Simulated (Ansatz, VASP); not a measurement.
**Rb: VASP beside Ansatz**

The input POSCAR:

```
Rb
1.0
    0.0000000000      3.6154555055      3.6154555055
    3.6154555055      0.0000000000      3.6154555055
    3.6154555055      3.6154555055      0.0000000000
Rb
1
Direct
    0.0000000000      0.0000000000      0.0000000000
```

The input INCAR.step1:

```
SYSTEM = Rb
ALGO = Normal
EDIFF = 1E-4
ENCUT = 520
GGA = PE
ISMEAR = 0
LASPH = .TRUE.
LCHARG = .FALSE.
LREAL = .FALSE.
LWAVE = .TRUE.
NBANDS = 10
NELM = 60
PREC = Accurate
SIGMA = 0.15
```

File INCAR.step2:

```
SYSTEM = Rb
ALGO = Normal
EDIFF = 1E-6
ENCUT = 520
ISIF = 2
ISMEAR = 0
ISTART = 1
LASPH = .TRUE.
LCHARG = .TRUE.
LELF = .TRUE.
LMIXTAU = .TRUE.
LREAL = .FALSE.
LVHAR = .TRUE.
LWAVE = .FALSE.
METAGGA = R2SCAN
NBANDS = 10
NELM = 60
PREC = Accurate
SIGMA = 0.15
```

Contents of KPOINTS:

```
k-points
0
G
  6 6 6
  0 0 0
```

Input for Ansatz:

```yaml
crystal:
  lattice:
    - [0.0, 3.6154555055358744, 3.6154555055358744]
    - [3.6154555055358744, 0.0, 3.6154555055358744]
    - [3.6154555055358744, 3.6154555055358744, 0.0]
  atoms:
    - { symbol: Rb, position: [0.0, 0.0, 0.0] }
basis:
  ecutwfc: 550.0
kpoints:
  mp_grid:
    grid: [6, 6, 6]
hamiltonian:
  xc: r2scan
scf:
  n_extra_bands: 12
  occupations:
    method: gaussian
    width: 0.15
output:
  stress: true
```

Alike in both runs: task single point; functional r2SCAN; k mesh 6 × 6 × 6; occupations gaussian, width 0.15 eV; no spin polarisation.

|  | VASP | Ansatz |
| --- | --- | --- |
| version | VASP 6.6.1 | Ansatz 0.2.0 |
| potentials or method | VASP PAW PBE potentials, release 64 (Rb_sv), cutoff 520 eV | plane waves, PAW |
| valence electrons in the cell | 9 | 9 |

```tsv
	VASP	Ansatz	Ansatz less VASP
pressure (GPa)	0.0	0.0	-0.01
```

VASP's potentials were made for PBE, not for r2SCAN. With one functional, cell and mesh, what is left measures potentials, basis and numerics.
